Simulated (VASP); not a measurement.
# Bi (Pm-3m) in VASP: single point with PBEsol

Aim: the single point of Bi with PBEsol.

All numbers are computed with VASP 6.6.1; they aren't measurements. Logs are shortened: lines on timing, memory, paths and dates and some standing lists are left out, and cuts for length are marked.

## (1) The cell of the first run

The structure is cubic, space group Pm-3m (No. 221). Conventional cell: a = 3.130 Å, b = 3.130 Å, c = 3.130 Å, α = 90.00°, β = 90.00°, γ = 90.00°. Bi (site symmetry m-3m) has 6 Bi at 3.13 Å within 4.1 Å.

## (2) Single point, PBEsol (As replaced by Bi, lengths x 1.146, strained)

Input file INCAR:

```
SYSTEM = Bi
ALGO     = Normal         ! electronic algorithm
EDIFF    = 1E-6           ! SCF threshold, eV
ENCUT    = 520            ! plane-wave cutoff, eV
GGA      = PS             ! functional
ISIF     = 2              ! what is computed and relaxed
ISMEAR   = 0              ! smearing method
LASPH    = .True.         ! aspherical terms in the spheres
LCHARG   = .False.        ! write CHGCAR
LREAL    = .False.        ! projectors in reciprocal space
LWAVE    = .False.        ! write WAVECAR
NBANDS   = 14             ! bands
NELM     = 100            ! most SCF steps
PREC     = Accurate       ! precision mode
SIGMA    = 0.1            ! smearing width, eV
```

Input file KPOINTS:

```
k-points
0
Gamma
  14 14 14
  0 0 0
```

Input file POSCAR:

```
Bi
1.0
    3.1300310896      0.0000000000      0.0000000000
    0.0000000000      3.1300310896      0.0000000000
    0.0000000000      0.0000000000      3.1300310896
Bi
1
Direct
    0.5000000000      0.5000000000      0.5000000000
```

Potentials or basis: VASP PAW PBE potentials, release 64 (Bi_d).

The run is started by

```
$ cat potpaw_PBE.64/Bi_d/POTCAR > POTCAR
$ mpirun -np 1 vasp_std > vasp.out
```

OUTCAR:

```text
SYSTEM = Bi
   EDIFF = 1E-6
   ENCUT = 520
   GGA = PS
   ISIF = 2
   ISMEAR = 0
   LASPH = .True.
   LREAL = .False.
   NELM = 100
   PREC = Accurate

 ion  position               nearest neighbor table
   1  0.500  0.500  0.500-

  LATTYP: Found a simple cubic cell.
 ALAT       =     3.1300310896

  Lattice vectors:

 A1 = (   3.1300310896,   0.0000000000,   0.0000000000)
 A2 = (   0.0000000000,   3.1300310896,   0.0000000000)
 A3 = (   0.0000000000,   0.0000000000,   3.1300310896)

Analysis of symmetry for initial positions (statically):
=====================================================================
 Subroutine PRICEL returns:
 Original cell was already a primitive cell.

 Routine SETGRP: Setting up the symmetry group for a
 simple cubic supercell.

 Subroutine GETGRP returns: Found 48 space group operations
 (whereof 48 operations were pure point group operations)
 out of a pool of 48 trial point group operations.

The static configuration has the point symmetry O_h .

Analysis of symmetry for dynamics (positions and initial velocities):
=====================================================================
 Subroutine PRICEL returns:
 Original cell was already a primitive cell.

 Routine SETGRP: Setting up the symmetry group for a
 simple cubic supercell.

 Subroutine GETGRP returns: Found 48 space group operations
 (whereof 48 operations were pure point group operations)
 out of a pool of 48 trial point group operations.

The dynamic configuration has the point symmetry O_h .

 Subroutine INISYM returns: Found 48 space group operations
 (whereof 48 operations are pure point group operations),
 and found     1 'primitive' translations

----------------------------------------------------------------------------------------

                                     Primitive cell

  volume of cell :      30.6652

  direct lattice vectors                    reciprocal lattice vectors
     3.130031090  0.000000000  0.000000000     0.319485645  0.000000000  0.000000000
     0.000000000  3.130031090  0.000000000     0.000000000  0.319485645  0.000000000
     0.000000000  0.000000000  3.130031090     0.000000000  0.000000000  0.319485645

  length of vectors
     3.130031090  3.130031090  3.130031090     0.319485645  0.319485645  0.319485645

  position of ions in fractional coordinates (direct lattice)
     0.500000000  0.500000000  0.500000000

  ion indices of the primitive-cell ions
   primitive index   ion index
                 1           1

----------------------------------------------------------------------------------------

 KPOINTS: k-points

Automatic generation of k-mesh.
 Grid dimensions read from file:
 generate k-points for:   14   14   14

 Generating k-lattice:

  Cartesian coordinates                     Fractional coordinates (reciprocal lattice)
     0.022820403  0.000000000  0.000000000     0.071428571  0.000000000  0.000000000
     0.000000000  0.022820403  0.000000000     0.000000000  0.071428571  0.000000000
     0.000000000  0.000000000  0.022820403     0.000000000  0.000000000  0.071428571

  Length of vectors
     0.022820403  0.022820403  0.022820403

  Shift w.r.t. Gamma in fractional coordinates (k-lattice)
     0.000000000  0.000000000  0.000000000

 Subroutine IBZKPT returns following result:
 ===========================================

 Found    120 irreducible k-points:

 Following reciprocal coordinates:
            Coordinates               Weight
  0.000000  0.000000  0.000000      1.000000
  0.071429  0.000000  0.000000      6.000000
  0.142857  0.000000  0.000000      6.000000
  0.214286  0.000000  0.000000      6.000000
  0.285714  0.000000  0.000000      6.000000
  0.357143  0.000000  0.000000      6.000000
[... 16 lines left out ...]
  0.285714  0.214286  0.000000     24.000000
  0.357143  0.214286  0.000000     24.000000
 [... further k-points ...]
   k-points           NKPTS =    120   k-points in BZ     NKDIM =    120   number of bands    NBANDS=     14
   number of dos      NEDOS =    301   number of ions     NIONS =      1
   total plane-waves  NPLWV =  13824
   dimension x,y,z NGX =    24 NGY =   24 NGZ =   24
   dimension x,y,z NGXF=    48 NGYF=   48 NGZF=   48
   ions per type =               1
   NGX,Y,Z   is equivalent  to a cutoff of  12.75, 12.75, 12.75 a.u.
   NGXF,Y,Z  is equivalent  to a cutoff of  25.49, 25.49, 25.49 a.u.
 SYSTEM =  Bi
   PREC   = accura    normal or accurate (medium, high low for compatibility)
   ISTART =      0    job   : 0-new  1-cont  2-samecut
   ICHARG =      2    charge: 1-file 2-atom 10-const
   ISPIN  =      1    spin polarized calculation?
   LNONCOLLINEAR =      F non collinear calculations
   LSORBIT =      F    spin-orbit coupling
   LASPH  =      T    aspherical Exc in radial PAW
   ENCUT  =  520.0 eV  38.22 Ry    6.18 a.u.   5.82  5.82  5.82*2*pi/ulx,y,z
   NELM   =    100;   NELMIN=  2; NELMDL= -5     # of ELM steps
   EDIFF  = 0.1E-05   stopping-criterion for ELM
   LREAL  =      F    real-space projection
   EDIFFG = 0.1E-04   stopping-criterion for IOM
   NSW    =      0    number of steps for IOM
   IBRION =     -1    ionic relax: 0-MD 1-quasi-New 2-CG
   NFREE  =      0    steps in history (QN), initial steepest desc. (CG)
   ISIF   =      2    stress and relaxation
   ISYM   =      2    0-nonsym 1-usesym 2-fastsym
   POTIM  = 0.5000    time-step for ionic-motion
   TEBEG  =    0.0;   TEEND  =   0.0 temperature during run
   PSTRESS=    0.0 pullay stress
   NELECT =      15.0000    total number of electrons
   NUPDOWN=      -1.0000    fix difference up-down
   EMIN   =  10.00;   EMAX   =-10.00  energy-range for DOS
   EFERMI =   0.00;   METHOD = LEGACY
   ISMEAR =     0;   SIGMA  =   0.10  broadening in eV -4-tet -1-fermi 0-gaus
   EFERMI_NEDOS =   21; number of points for ismear=-14 and -15
   IALGO  =     38    algorithm
   IMIX   =      4    mixing-type and parameters
     AMIX     =   0.40;   BMIX     =  1.00
     AMIX_MAG =   1.60;   BMIX_MAG =  1.00
  volume/ion in A,a.u.               =      30.67       206.94
  Fermi-wavevector in a.u.,A,eV,Ry     =   1.289902  2.437561 22.638003  1.663846
  Thomas-Fermi vector in A             =   2.421766
   LORBIT       =      0    0 simple, 1 ext, 2 COOP (PROOUT), +10 PAW based schemes
   GGA     = PS    functional components
   LHFCALC =     F    Hartree Fock is set to
   AEXX    =    0.0000 exact exchange contribution
   IVDW    =     0    specifies the selected vdW correction
   LEPSILON=     F    determine dielectric tensor
   LRPA    =     F    only Hartree local field effects (RPA)
 non-spin polarized calculation
 Gauss-broadening in eV      SIGMA  =   0.10
  energy-cutoff  :      520.00
  volume of cell :       30.67
 maximum number of plane-waves:       846
 NGX is ok and might be reduce to    24
   NGX = 11   NGY = 11   NGZ = 11

 number of electron      14.9999990 magnetization

 Free energy of the ion-electron system (eV)
  ---------------------------------------------------
  ext. energy  EPLUGINS =         0.00000000
  ---------------------------------------------------
  free energy    TOTEN  =        -4.23668585 eV

  energy without entropy =       -4.23385529  energy(sigma->0) =       -4.23527057

 E-fermi :   7.7586     XC(G=0): -10.3804

 val. band max:        7.7048411460   @ k =   0.5000   0.4286   0.3571
 cond. band min:       7.7801528281   @ k =   0.2857   0.2143   0.0000
 fundamental gap:      0.0753116821
 Fermi energy:         7.7585986918

 k-point     1 :       0.0000    0.0000    0.0000
  band No.  band energies     occupation
      1     -15.2649      2.00000
      2     -15.2649      2.00000
      3     -14.7956      2.00000
      4     -14.7956      2.00000
      5     -14.7956      2.00000
      6      -6.1153      2.00000
      7      11.2463      0.00000
      8      11.2463      0.00000
      9      11.2463      0.00000
     10      14.6932      0.00000
     11      16.0055      0.00000
     12      16.0055      0.00000
     13      25.1935      0.00000
     14      25.1935      0.00000

 k-point     2 :       0.0714    0.0000    0.0000
  band No.  band energies     occupation
      1     -15.2639      2.00000
      2     -15.2463      2.00000
      3     -14.8018      2.00000
      4     -14.8018      2.00000
      5     -14.7951      2.00000
      6      -6.0420      2.00000
      7      10.2545      0.00000
      8      11.3302      0.00000
      9      11.3302      0.00000
     10      15.0384      0.00000
     11      16.0534      0.00000
     12      16.8247      0.00000
     13      24.7194      0.00000
     14      25.0897      0.00000

 k-point     3 :       0.1429    0.0000    0.0000
  band No.  band energies     occupation
      1     -15.2609      2.00000
      2     -15.1941      2.00000
      3     -14.8189      2.00000
      4     -14.8189      2.00000
      5     -14.7938      2.00000
      6      -5.8240      2.00000
      7       8.4649      0.00000
      8      11.5748      0.00000
      9      11.5748      0.00000
     10      15.3393      0.00000
     11      16.1977      0.00000
     12      18.8330      0.00000
     13      23.6542      0.00000
     14      24.6158      0.00000
[... 324 lines left out ...]
 k-point    23 :       0.2857    0.2143    0.0000
  band No.  band energies     occupation
      1     -15.1659      2.00000
      2     -14.9589      2.00000
      3     -14.9286      2.00000
      4     -14.8661      2.00000
      5     -14.8365      2.00000
      6      -4.3617      2.00000
      7       5.6095      2.00000
      8       7.7802      0.76050
      9      13.1763      0.00000
     10      16.2250      0.00000
     11      17.0078      0.00000
     12      21.7410      0.00000
     13      22.4668      0.00000
     14      23.0335      0.00000

 k-point    24 :       0.3571    0.2143    0.0000
  band No.  band energies     occupation
      1     -15.1563      2.00000
      2     -14.9561      2.00000
      3     -14.8901      2.00000
      4     -14.8862      2.00000
      5     -14.8343      2.00000
      6      -3.8354      2.00000
      7       4.1723      2.00000
      8       8.3022      0.00000
      9      13.6917      0.00000
     10      15.0552      0.00000
     11      17.4606      0.00000
     12      20.7236      0.00000
     13      21.9796      0.00000
     14      23.0934      0.00000

 [... further k-points ...]
[... 5 lines left out ...]
  --------------------------------------------------------------------------------------
  -------------------------------------------------------------------------------------
  Total        1.0688600      1.0688600      1.0688600     -0.0000000      0.0000000      0.0000000
  in kB       55.8451492     55.8451492     55.8451492     -0.0000000      0.0000000      0.0000000
  external PRESSURE =      55.8451492 kB  Pullay stress =       0.0000000 kB

 VOLUME and BASIS-vectors are now :
 -----------------------------------------------------------------------------
  energy-cutoff  :      520.00
  volume of cell :       30.67
      direct lattice vectors                 reciprocal lattice vectors
     3.130031090  0.000000000  0.000000000     0.319485645  0.000000000  0.000000000
     0.000000000  3.130031090  0.000000000     0.000000000  0.319485645  0.000000000
     0.000000000  0.000000000  3.130031090     0.000000000  0.000000000  0.319485645

 POSITION                                       TOTAL-FORCE (eV/Angst)
 -----------------------------------------------------------------------------------
      1.56502      1.56502      1.56502         0.000000      0.000000      0.000000
 -----------------------------------------------------------------------------------
    total drift:                                0.000000     -0.000000     -0.000000

  FREE ENERGIE OF THE ION-ELECTRON SYSTEM (eV)
  ---------------------------------------------------
  free  energy   TOTEN  =        -4.2366858489 eV

  energy  without entropy=       -4.2338552910  energy(sigma->0) =       -4.23527057
```

Wall time 14 s (1 thread of AMD EPYC 9R45 (Zen 5), shared host); peak memory 0.14 GiB.

What came out:

- Free energy: -4.2367 eV
- Pressure: 5.6 GPa

Caveat: the cell differs from its parent crystal (As replaced by Bi, lengths x 1.146, strained); the PAW data sets were made with another functional, which shifts forces and pressure a little; spin-orbit coupling is left out, which moves the levels of the heavy elements.
